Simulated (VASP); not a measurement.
# Sb (P2_1/m) in VASP: a series of runs, part 2 of 2

VASP 6.6.1. The steps go on from the part before.

## 3. Single point, PBE0

File POSCAR:

```
Sb
1.0
    3.1224020000      0.0000000000      0.0000000000
    0.0000000000      4.3475180000      0.0000000000
   -0.0389150000      0.0000000000      4.4058520000
Sb
2
Direct
    0.0113890000      0.2500000000      0.2411660000
    0.9886110000      0.7500000000      0.7588340000
```

File INCAR.step1:

```
SYSTEM = Sb
  PREC = Accurate
  ENCUT = 520
  EDIFF = 1E-5
  ISMEAR = -1
  SIGMA = 0.05
  LREAL = .False.
  LASPH = .True.
  NELM = 60
  ALGO = Normal
  ISIF = 2
  LWAVE = .True.
  LCHARG = .False.
  GGA = PE
  NBANDS = 12
```

File INCAR.step2:

```
SYSTEM = Sb
  PREC = Accurate
  ENCUT = 520
  EDIFF = 1E-6
  ISMEAR = -1
  SIGMA = 0.05
  LREAL = .False.
  LASPH = .True.
  NELM = 60
  ALGO = Normal
  ISIF = 2
  LWAVE = .False.
  LCHARG = .False.
  GGA = PE
  LHFCALC = .True.
  AEXX = 0.25
  PRECFOCK = Normal
  ISTART = 1
  NBANDS = 12
```

File KPOINTS:

```
Automatic mesh
0
Gamma
  6 4 4
  0 0 0
```

Potentials or basis: VASP PAW PBE potentials, release 64 (Sb).

Command:

```sh
> cat potpaw_PBE.64/Sb/POTCAR > POTCAR
> cp INCAR.step1 INCAR
> mpirun -np 1 vasp_std > vasp.out
> cp INCAR.step2 INCAR
> mpirun -np 1 vasp_std > vasp.out
```

It took 18 min on 1 thread of Intel Xeon 6975P-C (Granite Rapids), shared host; peak memory 0.2 GiB.

The run converged. Its results:

```
Free energy            : -11.1346 eV
Pressure               : -2.5 GPa
Largest force          : 0.082 eV/Å
Band gap on the k mesh : zero (bands 5 and 6 overlap by 10.66 eV)
```

Forces on the atoms (eV/Å):
```
Sb  -0.045  0.000 -0.068
Sb   0.045  0.000  0.068
```

Stress tensor (GPa, compression positive):
```
-7.62  0.00  0.06
 0.00  0.10  0.00
 0.06  0.00  0.06
```

Levels at points of the mesh, in eV from the Fermi level:
| k point | band 3 | band 4 | band 5 | band 6 | band 7 | band 8 |
| --- | --- | --- | --- | --- | --- | --- |
| (0.00, 0.00, 0.00) | -4.49 | -4.34 | 2.77 | 4.08 | 4.23 | 4.36 |
| (0.50, 0.00, 0.00) | -5.21 | -2.42 | -2.26 | -2.17 | 5.38 | 5.64 |
| (0.00, 0.50, 0.00) | -1.96 | -1.96 | -1.18 | -1.18 | 5.87 | 5.87 |
| (0.50, 0.50, 0.00) | -4.88 | -4.88 | 0.76 | 0.76 | 2.10 | 2.10 |
| (0.00, 0.00, 0.50) | -2.10 | -1.42 | -1.19 | -1.08 | 5.64 | 6.05 |
| (0.50, 0.00, 0.50) | -5.08 | -4.74 | 0.56 | 1.39 | 2.15 | 2.20 |
| (0.00, 0.50, 0.50) | -6.77 | -6.77 | 6.25 | 6.25 | 6.51 | 6.51 |
| (0.50, 0.50, 0.50) | -4.51 | -4.51 | -4.41 | -4.41 | 2.82 | 2.82 |

Caveat: the k points lie up to 0.36 Å⁻¹ apart, too coarse for converged energies and pressures of a metal; the PAW data sets were made with another functional, which shifts forces and pressure a little; spin-orbit coupling is left out, which moves the levels of the heavy elements.

## 4. Single point, r2SCAN

This run uses another cell than the first one, of 31.70 Å³/atom.

File POSCAR:

```
Sb
1.0
    3.1836411160      0.0000000000      0.0000000000
    0.0000000000      4.4327850985      0.0000000000
   -0.0396782330      0.0000000000      4.4922631929
Sb
2
Direct
    0.0113890000      0.2500000000      0.2411660000
    0.9886110000      0.7500000000      0.7588340000
```

File INCAR.step1:

```
SYSTEM = Sb
ALGO = Normal
EDIFF = 1E-4
ENCUT = 520
GGA = PE
ISMEAR = -1
LASPH = .True.
LCHARG = .False.
LREAL = .False.
LWAVE = .True.
NBANDS = 12
NELM = 100
PREC = Accurate
SIGMA = 0.05
```

File INCAR.step2:

```
SYSTEM = Sb
ALGO = Normal
EDIFF = 1E-6
ENCUT = 520
ISIF = 2
ISMEAR = -1
ISTART = 1
LASPH = .True.
LCHARG = .False.
LMIXTAU = .True.
LREAL = .False.
LWAVE = .False.
METAGGA = R2SCAN
NBANDS = 12
NELM = 100
PREC = Accurate
SIGMA = 0.05
```

File KPOINTS:

```
k-points
0
Gamma
  9 6 6
  0 0 0
```

Command:

```sh
> cat potpaw_PBE.64/Sb/POTCAR > POTCAR
> cp INCAR.step1 INCAR
> mpirun -np 1 vasp_std > vasp.out
> cp INCAR.step2 INCAR
> mpirun -np 1 vasp_std > vasp.out
```

Wall time 2.8 min (1 thread of Intel Xeon 8259CL, shared host); peak memory 0.22 GiB.

Results (log left out):

* Free energy: -51.2075 eV
* Pressure: -3.6 GPa
* Largest force: 0.086 eV/Å
* Band gap on the k mesh: zero (bands 5 and 6 overlap by 8.27 eV)

Forces on the atoms (eV/Å):
```
Sb  -0.047  0.000 -0.072
Sb   0.047  0.000  0.072
```

Stress tensor (GPa, compression positive):
```
-3.05  0.00  0.07
 0.00 -3.87  0.00
 0.07  0.00 -3.77
```

Levels at points of the mesh, in eV from the Fermi level:
```csv
k point,band 1,band 2,band 3,band 4,band 5,band 6,band 7,band 8,band 9,band 10
"(0.00, 0.00, 0.00)",-12.63,-7.68,-3.67,-3.55,2.47,2.99,3.22,3.41,6.70,7.15
"(0.00, 0.50, 0.00)",-10.86,-10.86,-1.52,-1.52,-0.88,-0.88,4.64,4.64,8.42,8.42
"(0.00, 0.00, 0.50)",-11.09,-10.67,-1.63,-1.08,-0.90,-0.78,4.42,4.81,8.13,8.26
"(0.00, 0.50, 0.50)",-10.25,-10.25,-5.56,-5.56,4.94,4.94,5.21,5.21,9.04,9.04
```

Caveat: the cell stands under tension; the PAW data sets were made with another functional, which shifts forces and pressure a little; spin-orbit coupling is left out, which moves the levels of the heavy elements.

## 5. Single point, PBEsol, non-collinear spin, zero start, spin-orbit coupling

File INCAR:

```
SYSTEM = Sb
PREC = Accurate
ENCUT = 520
EDIFF = 1E-6
ISMEAR = -1
SIGMA = 0.05
LREAL = .False.
LASPH = .True.
NELM = 150
ALGO = Normal
ISIF = 2
LWAVE = .False.
LCHARG = .False.
LNONCOLLINEAR = .True.
MAGMOM = 0 0 0 0 0 0
LORBIT = 11
LSORBIT = .True.
GGA_COMPAT = .False.
LORBMOM = .True.
GGA = PS
NBANDS = 22
```

File KPOINTS:

```
Automatic mesh
0
Gamma
  9 6 6
  0 0 0
```

File POSCAR:

```
Sb
1.0
    3.1224020000      0.0000000000      0.0000000000
    0.0000000000      4.3475180000      0.0000000000
   -0.0389150000      0.0000000000      4.4058520000
Sb
2
Direct
    0.0113890000      0.2500000000      0.2411660000
    0.9886110000      0.7500000000      0.7588340000
```

Potentials or basis: VASP PAW PBE potentials, release 64 (Sb).

Command:

```sh
> cat potpaw_PBE.64/Sb/POTCAR > POTCAR
> mpirun -np 1 vasp_ncl > vasp.out
```

OUTCAR:

```text
SYSTEM = Sb
   PREC = Accurate
   ENCUT = 520
   EDIFF = 1E-6
   ISMEAR = -1
   LREAL = .False.
   LASPH = .True.
   NELM = 150
   ISIF = 2
   LNONCOLLINEAR = .True.
   LORBIT = 11
   LSORBIT = .True.
   GGA = PS

 ion  position               nearest neighbor table
   1  0.011  0.250  0.241-   2 3.04   2 3.04   2 3.15   2 3.15
   2  0.989  0.750  0.759-   1 3.04   1 3.04   1 3.15   1 3.15

  LATTYP: Found a simple monoclinic cell.
 ALAT       =     3.1224020000
 B/A-ratio  =     1.3923633152
 C/A-ratio  =     1.4111007668
 COS(beta)  =    -0.0088322263

  Lattice vectors:

 A1 = (   3.1224020000,   0.0000000000,   0.0000000000)
 A2 = (   0.0000000000,   4.3475180000,   0.0000000000)
[... 897 lines left out ...]
    -0.0000949    -0.0000325     0.0000000    -0.0000319     0.0000000
 l=   3
     0.0000000     0.0000000     0.0000000     0.0000000     0.0000000     0.0000000     0.0000000
     0.0000000     0.0000000     0.0000000     0.0000000     0.0000000     0.0000000     0.0000000
     0.0000000     0.0000000     0.0000000     0.0000000     0.0000000     0.0000000     0.0000000
     0.0000000     0.0000000     0.0000000     0.0000000     0.0000000     0.0000000     0.0000000
     0.0000000     0.0000000     0.0000000     0.0000000     0.0000000     0.0000000     0.0000000
     0.0000000     0.0000000     0.0000000     0.0000000     0.0000000     0.0000000     0.0000000
     0.0000000     0.0000000     0.0000000     0.0000000     0.0000000     0.0000000     0.0000000

 total charge

# of ion       s       p       d       tot
------------------------------------------
    1        1.216   1.117   0.036   2.369
    2        1.216   1.117   0.036   2.369
--------------------------------------------------
tot          2.432   2.234   0.071   4.737

 magnetization (x)

# of ion       s       p       d       tot
------------------------------------------
    1        0.000   0.000   0.000   0.000
    2        0.000   0.000   0.000   0.000
--------------------------------------------------
tot          0.000   0.000   0.000   0.000

 magnetization (y)

# of ion       s       p       d       tot
------------------------------------------
    1       -0.000   0.000   0.000   0.000
    2       -0.000   0.000   0.000   0.000
--------------------------------------------------
tot         -0.000   0.000   0.000   0.000

 magnetization (z)

# of ion       s       p       d       tot
------------------------------------------
    1        0.000   0.000   0.000   0.000
    2        0.000   0.000   0.000   0.000
--------------------------------------------------
tot          0.000   0.000   0.000   0.000
```

It took 3.8 min on 1 thread of Intel Xeon 8259CL, shared host; peak memory 0.41 GiB.

What came out:

```yaml
Free_energy: -9.1676 eV
Pressure: -2.1 GPa
Largest_force: 0.066 eV/Å
Net_moment: 0.00 μB per cell
Valence_electrons_inside_the_program's_atomic_spheres: Sb 2.37
```

Forces in eV/Å, atoms in the order of the input:
```
Sb  -0.029  0.000  0.059
Sb   0.029  0.000 -0.059
```

Moments on the atoms (μB; x, y, z):
```
Sb  0.00 0.00 0.00
Sb  0.00 0.00 0.00
```

Caveat: the PAW data sets were made with another functional, which shifts forces and pressure a little.

## 6. The runs side by side

```tsv
level	spin	cell	k mesh	grid for exact exchange (PRECFOCK)	share of exact exchange	screening parameter	gap on the mesh (eV)	pressure (GPa)	largest force (eV/Å)
HSE06	off	a = 3.122, b = 4.348, c = 4.406 Å, angles 90.0, 90.5, 90.0°, 2 atoms	6 × 4 × 4	Normal	0.25	0.2079 1/Å	none	-2.3	0.07
PBE0	off	a = 3.122, b = 4.348, c = 4.406 Å, angles 90.0, 90.5, 90.0°, 2 atoms	6 × 4 × 4	Normal	0.25	-	none	-2.5	0.08
r2SCAN	off	a = 3.184, b = 4.433, c = 4.492 Å, angles 90.0, 90.5, 90.0°, 2 atoms	9 × 6 × 6	-	-	-	none	-3.6	0.09
PBEsol	non-collinear, zero start, SOC	a = 3.122, b = 4.348, c = 4.406 Å, angles 90.0, 90.5, 90.0°, 2 atoms	9 × 6 × 6	-	-	-	-	-2.1	0.07
```

Alike in all rows: task single point; potentials or basis VASP PAW PBE potentials, release 64 (Sb); cutoff (eV) 520; smearing fermi-dirac 0.05 eV.

Caveats: some runs use coarse meshes; the PAW data sets were made with another functional, which shifts forces and pressure a little; spin-orbit coupling is left out, which moves the levels of the heavy elements (at least some runs); the cell stands under tension (at least some runs).

Absolute energies hang on the potentials; compare differences alone.
